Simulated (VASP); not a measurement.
# TiAl (Pm-3m) in VASP: notebook

The runs below take TiAl through single point, relaxation of cell and atoms, with r2SCAN+D3(BJ).

Program: VASP 6.6.1. These are calculated values, not measurements. Logs are shortened: lines on timing, memory, paths and dates and some standing lists are left out, and cuts for length are marked.

### Step 1. The cell of the first run

The structure is cubic, space group Pm-3m (No. 221). Conventional cell: a = 3.152 Å, b = 3.152 Å, c = 3.152 Å, α = 90.00°, β = 90.00°, γ = 90.00°. Within 3.6 Å of Ti (site symmetry m-3m) lie 8 Al at 2.73 Å and 6 Ti at 3.15 Å. Al (site symmetry m-3m) has 8 Ti at 2.73 Å and 6 Al at 3.15 Å within 3.6 Å.

### Step 2. Single point, r2SCAN+D3(BJ)

Input file POSCAR:

```
TiAl
1.0
    3.1520693862      0.0000000000      0.0000000000
    0.0000000000      3.1520693862      0.0000000000
    0.0000000000      0.0000000000      3.1520693862
Ti Al
1 1
Direct
    0.5000000000      0.5000000000      0.5000000000
    0.0000000000      0.0000000000      0.0000000000
```

Input file INCAR.step1:

```
PREC = Accurate ; ENCUT = 520
ISMEAR = -1 ; SIGMA = 0.1
LREAL = F ; LASPH = T
NELM = 60 ; NBANDS = 14
GGA = PE ; ALGO = Normal
EDIFF = 1E-4 ; LWAVE = T
LCHARG = F
```

Input file INCAR.step2:

```
PREC = Accurate ; ENCUT = 520
EDIFF = 1E-7 ; ISMEAR = -1
SIGMA = 0.1 ; LREAL = F
LASPH = T ; NELM = 60
ALGO = Normal ; ISIF = 2
LWAVE = F ; LCHARG = F
METAGGA = R2SCAN ; LMIXTAU = T
IVDW = 12 ; VDW_S6 = 1.0
VDW_S8 = 0.78981345 ; VDW_A1 = 0.49484001
VDW_A2 = 5.73083694 ; NBANDS = 14
ISTART = 1
```

Input file KPOINTS:

```
regular mesh
0
Gamma
  14 14 14
```

Potentials or basis: VASP PAW PBE potentials, release 64 (Ti_sv, Al).

Started as:

```sh
$ cat potpaw_PBE.64/Ti_sv/POTCAR potpaw_PBE.64/Al/POTCAR > POTCAR
$ cp INCAR.step1 INCAR
$ mpirun -np 1 vasp_std > vasp.out
$ cp INCAR.step2 INCAR
$ mpirun -np 1 vasp_std > vasp.out
```

OUTCAR:

```text
PREC = Accurate
   ENCUT = 520
   EDIFF = 1E-7
   ISMEAR = -1
   LREAL = F
   LASPH = T
   NELM = 60
   ISIF = 2
   METAGGA = R2SCAN
   IVDW = 12
   ISTART = 1
 IVDW          = 12

 ion  position               nearest neighbor table
   1  0.500  0.500  0.500-   2 2.73   2 2.73   2 2.73   2 2.73   2 2.73   2 2.73   2 2.73   2 2.73

   2  0.000  0.000  0.000-   1 2.73   1 2.73   1 2.73   1 2.73   1 2.73   1 2.73   1 2.73   1 2.73

  LATTYP: Found a simple cubic cell.
 ALAT       =     3.1520693862

  Lattice vectors:

 A1 = (   3.1520693862,   0.0000000000,   0.0000000000)
 A2 = (   0.0000000000,   3.1520693862,   0.0000000000)
 A3 = (   0.0000000000,   0.0000000000,   3.1520693862)

Analysis of symmetry for initial positions (statically):
=====================================================================
 Subroutine PRICEL returns:
 Original cell was already a primitive cell.

 Routine SETGRP: Setting up the symmetry group for a
 simple cubic supercell.

 Subroutine GETGRP returns: Found 48 space group operations
 (whereof 48 operations were pure point group operations)
 out of a pool of 48 trial point group operations.

The static configuration has the point symmetry O_h .

Analysis of symmetry for dynamics (positions and initial velocities):
=====================================================================
 Subroutine PRICEL returns:
 Original cell was already a primitive cell.

 Routine SETGRP: Setting up the symmetry group for a
 simple cubic supercell.

 Subroutine GETGRP returns: Found 48 space group operations
 (whereof 48 operations were pure point group operations)
 out of a pool of 48 trial point group operations.

The dynamic configuration has the point symmetry O_h .

 Subroutine INISYM returns: Found 48 space group operations
 (whereof 48 operations are pure point group operations),
 and found     1 'primitive' translations

----------------------------------------------------------------------------------------

                                     Primitive cell

  volume of cell :      31.3175

  direct lattice vectors                    reciprocal lattice vectors
     3.152069386  0.000000000  0.000000000     0.317251899  0.000000000  0.000000000
     0.000000000  3.152069386  0.000000000     0.000000000  0.317251899  0.000000000
     0.000000000  0.000000000  3.152069386     0.000000000  0.000000000  0.317251899

  length of vectors
     3.152069386  3.152069386  3.152069386     0.317251899  0.317251899  0.317251899

  position of ions in fractional coordinates (direct lattice)
     0.500000000  0.500000000  0.500000000
     0.000000000  0.000000000  0.000000000

  ion indices of the primitive-cell ions
   primitive index   ion index
                 1           1
                 2           2

----------------------------------------------------------------------------------------

 KPOINTS: regular mesh

Automatic generation of k-mesh.
 Grid dimensions read from file:
 generate k-points for:   14   14   14

 Generating k-lattice:

  Cartesian coordinates                     Fractional coordinates (reciprocal lattice)
     0.022660850  0.000000000  0.000000000     0.071428571  0.000000000  0.000000000
     0.000000000  0.022660850  0.000000000     0.000000000  0.071428571  0.000000000
     0.000000000  0.000000000  0.022660850     0.000000000  0.000000000  0.071428571

  Length of vectors
     0.022660850  0.022660850  0.022660850

  Shift w.r.t. Gamma in fractional coordinates (k-lattice)
     0.000000000  0.000000000  0.000000000

 Subroutine IBZKPT returns following result:
 ===========================================

 Found    120 irreducible k-points:

 Following reciprocal coordinates:
            Coordinates               Weight
  0.000000  0.000000  0.000000      1.000000
  0.071429  0.000000  0.000000      6.000000
  0.142857  0.000000  0.000000      6.000000
  0.214286  0.000000  0.000000      6.000000
  0.285714  0.000000  0.000000      6.000000
  0.357143  0.000000  0.000000      6.000000
[... 16 lines left out ...]
  0.285714  0.214286  0.000000     24.000000
  0.357143  0.214286  0.000000     24.000000
 [... further k-points ...]
   k-points           NKPTS =    120   k-points in BZ     NKDIM =    120   number of bands    NBANDS=     14
   number of dos      NEDOS =    301   number of ions     NIONS =      2
   total plane-waves  NPLWV =  13824
   dimension x,y,z NGX =    24 NGY =   24 NGZ =   24
   dimension x,y,z NGXF=    48 NGYF=   48 NGZF=   48
   ions per type =               1   1
   NGX,Y,Z   is equivalent  to a cutoff of  12.66, 12.66, 12.66 a.u.
   NGXF,Y,Z  is equivalent  to a cutoff of  25.32, 25.32, 25.32 a.u.
 SYSTEM =  unknown system
   PREC   = accura    normal or accurate (medium, high low for compatibility)
   ISTART =      1    job   : 0-new  1-cont  2-samecut
   ICHARG =      0    charge: 1-file 2-atom 10-const
   ISPIN  =      1    spin polarized calculation?
   LNONCOLLINEAR =      F non collinear calculations
   LSORBIT =      F    spin-orbit coupling
   LASPH  =      T    aspherical Exc in radial PAW
   ENCUT  =  520.0 eV  38.22 Ry    6.18 a.u.   5.86  5.86  5.86*2*pi/ulx,y,z
   NELM   =     60;   NELMIN=  2; NELMDL=  0     # of ELM steps
   EDIFF  = 0.1E-06   stopping-criterion for ELM
   LREAL  =      F    real-space projection
   EDIFFG = 0.1E-05   stopping-criterion for IOM
   NSW    =      0    number of steps for IOM
   IBRION =     -1    ionic relax: 0-MD 1-quasi-New 2-CG
   NFREE  =      0    steps in history (QN), initial steepest desc. (CG)
   ISIF   =      2    stress and relaxation
   ISYM   =      2    0-nonsym 1-usesym 2-fastsym
   POTIM  = 0.5000    time-step for ionic-motion
   TEBEG  =    0.0;   TEEND  =   0.0 temperature during run
   PSTRESS=    0.0 pullay stress
   NELECT =      15.0000    total number of electrons
   NUPDOWN=      -1.0000    fix difference up-down
   EMIN   =  10.00;   EMAX   =-10.00  energy-range for DOS
   EFERMI =   0.00;   METHOD = LEGACY
   ISMEAR =    -1;   SIGMA  =   0.10  broadening in eV -4-tet -1-fermi 0-gaus
   EFERMI_NEDOS =   21; number of points for ismear=-14 and -15
   IALGO  =     38    algorithm
   IMIX   =      4    mixing-type and parameters
     AMIX     =   0.40;   BMIX     =  1.00
     AMIX_MAG =   1.60;   BMIX_MAG =  1.00
  volume/ion in A,a.u.               =      15.66       105.67
  Fermi-wavevector in a.u.,A,eV,Ry     =   1.280883  2.420518 22.322554  1.640661
  Thomas-Fermi vector in A             =   2.413285
   LORBIT       =      0    0 simple, 1 ext, 2 COOP (PROOUT), +10 PAW based schemes
   METAGGA = R2SCAN    functional components
   LHFCALC =     F    Hartree Fock is set to
   AEXX    =    0.0000 exact exchange contribution
   IVDW    =    12    specifies the selected vdW correction
   LEPSILON=     F    determine dielectric tensor
   LRPA    =     F    only Hartree local field effects (RPA)
 non-spin polarized calculation
  energy-cutoff  :      520.00
  volume of cell :       31.32
 maximum number of plane-waves:       876
 NGX is ok and might be reduce to    24
   NGX = 11   NGY = 11   NGZ = 11

 number of electron      14.9999993 magnetization

 Free energy of the ion-electron system (eV)
  ---------------------------------------------------
  ext. energy  EPLUGINS =         0.00000000
  ---------------------------------------------------
  free energy    TOTEN  =       -20.33696537 eV

  energy without entropy =      -20.27728353  energy(sigma->0) =      -20.30712445

 E-fermi :   9.1163     XC(G=0): -12.0190

 val. band max:        9.0982422377   @ k =   0.2857   0.2857   0.0000
 cond. band min:       9.1166976118   @ k =   0.3571   0.2143   0.1429
 fundamental gap:      0.0184553740
 Fermi energy:         9.1162919109

 k-point     1 :       0.0000    0.0000    0.0000
  band No.  band energies     occupation
      1     -50.1121      2.00000
      2     -25.2653      2.00000
      3     -25.2653      2.00000
      4     -25.2653      2.00000
      5      -0.8727      2.00000
      6       7.4247      2.00000
      7       7.4247      2.00000
      8      11.2161      0.00000
      9      11.2161      0.00000
     10      11.2161      0.00000
     11      13.8586      0.00000
     12      13.8586      0.00000
     13      13.8586      0.00000
     14      18.3263      0.00000

 k-point     2 :       0.0714    0.0000    0.0000
  band No.  band energies     occupation
      1     -50.1112      2.00000
      2     -25.2755      2.00000
      3     -25.2644      2.00000
      4     -25.2644      2.00000
      5      -0.7852      2.00000
      6       7.3791      2.00000
      7       7.4657      2.00000
      8      11.0542      0.00000
      9      11.0542      0.00000
     10      11.2268      0.00000
     11      13.4889      0.00000
     12      14.0827      0.00000
     13      14.0827      0.00000
     14      18.2073      0.00000

 k-point     3 :       0.1429    0.0000    0.0000
  band No.  band energies     occupation
      1     -50.1087      2.00000
      2     -25.3038      2.00000
      3     -25.2620      2.00000
      4     -25.2620      2.00000
      5      -0.5253      2.00000
      6       7.1944      2.00000
      7       7.5841      2.00000
      8      10.6877      0.00000
      9      10.6877      0.00000
     10      11.2570      0.00000
     11      12.7791      0.00000
     12      14.6386      0.00000
     13      14.6386      0.00000
     14      17.8705      0.00000
[... 324 lines left out ...]
 k-point    23 :       0.2857    0.2143    0.0000
  band No.  band energies     occupation
      1     -50.0942      2.00000
      2     -25.3801      2.00000
      3     -25.3308      2.00000
      4     -25.2477      2.00000
      5       1.1599      2.00000
      6       6.4897      2.00000
      7       7.4584      2.00000
      8       9.2233      0.51096
      9      10.0503      0.00018
     10      10.6803      0.00000
     11      12.3836      0.00000
     12      14.1368      0.00000
     13      17.2461      0.00000
     14      17.5254      0.00000

 k-point    24 :       0.3571    0.2143    0.0000
  band No.  band energies     occupation
      1     -50.0906      2.00000
      2     -25.4194      2.00000
      3     -25.3264      2.00000
      4     -25.2442      2.00000
      5       1.8114      2.00000
      6       5.6190      2.00000
      7       7.7750      2.00000
      8       9.0437      1.34801
      9       9.8230      0.00170
     10      10.7243      0.00000
     11      12.2402      0.00000
     12      14.6147      0.00000
     13      17.0449      0.00000
     14      17.9554      0.00000

 [... further k-points ...]

------------------------ aborting loop because EDIFF is reached ----------------------------------------

 Edisp (eV)   -0.47216

 E8    (eV) :    -0.1746

  FORCE on cell =-STRESS in cart. coord.  units (eV):
  Direction    XX          YY          ZZ          XY          YZ          ZX
  --------------------------------------------------------------------------------------
  -------------------------------------------------------------------------------------
  Total       0.03310     0.03310     0.03310     0.00000     0.00000    -0.00000
  in kB       1.69357     1.69357     1.69357     0.00000     0.00000    -0.00000
  external pressure =        1.69 kB  Pullay stress =        0.00 kB

 VOLUME and BASIS-vectors are now :
 -----------------------------------------------------------------------------
  energy-cutoff  :      520.00
  volume of cell :       31.32
      direct lattice vectors                 reciprocal lattice vectors
     3.152069386  0.000000000  0.000000000     0.317251899  0.000000000  0.000000000
     0.000000000  3.152069386  0.000000000     0.000000000  0.317251899  0.000000000
     0.000000000  0.000000000  3.152069386     0.000000000  0.000000000  0.317251899

 POSITION                                       TOTAL-FORCE (eV/Angst)
 -----------------------------------------------------------------------------------
      1.57603      1.57603      1.57603         0.000000      0.000000      0.000000
      0.00000      0.00000      0.00000         0.000000      0.000000      0.000000
 -----------------------------------------------------------------------------------
    total drift:                                0.000000      0.000000     -0.000000

  FREE ENERGIE OF THE ION-ELECTRON SYSTEM (eV)
  ---------------------------------------------------
  free  energy   TOTEN  =       -20.8091242085 eV

  energy  without entropy=      -20.7494423735  energy(sigma->0) =      -20.77928329
```

It took 2.4 min on 1 thread of Intel Xeon Platinum 8259CL at 2.50GHz (Skylake/Cascade Lake), shared host; peak memory 0.19 GiB.

Results:

```yaml
Free_energy: -20.8091 eV
Pressure: 0.2 GPa
Band_gap_on_the_k_mesh: zero (an odd number of electrons rules out a gap without spin polarisation)
Dispersion_energy_per_atom: -0.236 eV
```

Caveat: the PAW data sets were made with another functional, which shifts forces and pressure a little.

### Step 3. Relaxation of cell and atoms, r2SCAN+D3(BJ)

This run uses another cell than the first one, of 13.74 Å³/atom.

Input file POSCAR:

```
TiAl
1.0
    3.0180000000      0.0000000000      0.0000000000
    0.0000000000      3.0180000000      0.0000000000
    0.0000000000      0.0000000000      3.0180000000
Ti Al
1 1
Direct
    0.5000000000      0.5000000000      0.5000000000
    0.0000000000      0.0000000000      0.0000000000
```

Input file INCAR.step1:

```
SYSTEM = TiAl
PREC = Accurate
ENCUT = 600
ISMEAR = -1
SIGMA = 0.1
LREAL = .False.
LASPH = .True.
NELM = 100
GGA = PE
ALGO = Normal
EDIFF = 1E-4
LWAVE = .True.
LCHARG = .False.
```

Input file INCAR.step2:

```
SYSTEM = TiAl
PREC = Accurate
ENCUT = 600
EDIFF = 1E-6
ISMEAR = -1
SIGMA = 0.1
LREAL = .False.
LASPH = .True.
NELM = 100
ALGO = Normal
ISIF = 3
LWAVE = .False.
LCHARG = .False.
METAGGA = R2SCAN
LMIXTAU = .True.
IVDW = 12
VDW_S6 = 1.0
VDW_S8 = 0.78981345
VDW_A1 = 0.49484001
VDW_A2 = 5.73083694
IBRION = 2
NSW = 80
EDIFFG = -0.03
ISTART = 1
```

Input file KPOINTS:

```
Automatic mesh
0
Gamma
  14 14 14
  0 0 0
```

Potentials or basis: VASP PAW PBE potentials, release 64 (Ti_sv, Al).

Started as:

```sh
$ cat potpaw_PBE.64/Ti_sv/POTCAR potpaw_PBE.64/Al/POTCAR > POTCAR
$ cp INCAR.step1 INCAR
$ mpirun -np 1 vasp_std > vasp.out
$ cp INCAR.step2 INCAR
$ mpirun -np 1 vasp_std > vasp.out
```

It took 3.9 min on 1 thread of Intel Xeon Platinum 8259CL at 2.50GHz (Skylake/Cascade Lake), shared host; peak memory 0.2 GiB.

The run converged. Its results:

- Free energy: -20.8082 eV
- Relaxed volume: 15.71 Å³/atom
- Relaxed cell: a = 3.156 Å, b = 3.156 Å, c = 3.156 Å, α = 90.00°, β = 90.00°, γ = 90.00°
- Space group after relaxing (to 0.1 Å): Pm-3m (No. 221)
- Energy gained by relaxing: 114.7 meV/atom
- Ionic steps: 3
- Pressure after relaxing: -0.2 GPa
- Band gap on the k mesh: zero (an odd number of electrons rules out a gap without spin polarisation)
- Dispersion energy per atom: -0.235 eV

Step by step:
```csv
step,energy change (eV),largest force (eV/Å),pressure (GPa),volume (Å³)
1,0.0000,0.0000,21.09,27.49
2,-0.0696,0.0000,-11.71,35.33
3,-0.2295,0.0000,-0.22,31.42
```

Final structure:
```
CELL_PARAMETERS angstrom
3.15566 0.00000 0.00000
0.00000 3.15566 0.00000
0.00000 0.00000 3.15566
ATOMIC_POSITIONS crystal
Ti 0.50000 0.50000 0.50000
Al 0.00000 0.00000 0.00000
```

Levels at points of the mesh, in eV from the Fermi level:
| k point | band 4 | band 5 | band 6 | band 7 | band 8 | band 9 | band 10 | band 11 |
| --- | --- | --- | --- | --- | --- | --- | --- | --- |
| (0.00, 0.00, 0.00) | -34.39 | -9.97 | -1.68 | -1.68 | 2.09 | 2.09 | 2.09 | 4.72 |
| (0.50, 0.00, 0.00) | -34.37 | -6.49 | -5.68 | -0.68 | 0.28 | 0.28 | 2.31 | 3.20 |
| (0.50, 0.50, 0.00) | -34.35 | -5.30 | -2.43 | -2.43 | -1.66 | 0.88 | 0.88 | 2.91 |
| (0.50, 0.50, 0.50) | -34.54 | -3.35 | -3.35 | -3.35 | 1.05 | 2.92 | 2.92 | 2.92 |

Caveat: the PAW data sets were made with another functional, which shifts forces and pressure a little.
